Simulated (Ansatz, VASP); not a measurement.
**InGa2N3: VASP beside Ansatz**

```
CELL_PARAMETERS angstrom
3.12176 0.00000 0.00000
-1.56088 2.70352 0.00000
0.00000 0.00000 7.68201
ATOMIC_POSITIONS crystal
In 0.00000 0.00000 0.00000
Ga 0.33333 0.66667 0.65881
Ga 0.66667 0.33333 0.34119
N 0.33333 0.66667 0.18724
N 0.66667 0.33333 0.81276
N 0.00000 0.00000 0.50000
```

Change from the starting cell: species swapped into the CaSm2S3 type (P-3m1, No. 164).

Alike in both runs: functional PBE; k mesh 6 × 6 × 2; occupations gaussian, width 0.1 eV; no spin polarisation.

Ansatz relaxed the structure, and its values are those at the end. VASP's run is a single point on that final structure, the one shown.

```csv
,VASP,Ansatz
version,VASP 6.6.1,Ansatz 0.2.0
potentials or method,"VASP PAW PBE potentials, release 64 (In_d, Ga_d, N), cutoff 520 eV","scalar-relativistic, plane waves, PAW"
valence electrons in the cell,54,54
```

Ansatz gave:

```
gap on the k mesh at the Fermi level (eV) : 0.33
least direct gap on the mesh (eV)         : 1.10
pressure (GPa)                            : 0.0
rms of the force components (eV/Å)        : 0.002
```

Question: What did VASP give for the same quantities?

Answer: gap on the k mesh at the Fermi level (eV): 0.33; least direct gap on the mesh (eV): 1.10; pressure (GPa): 0.5; rms of the force components (eV/Å): 0.005.

With one functional, cell and mesh, what is left measures potentials, basis and numerics.
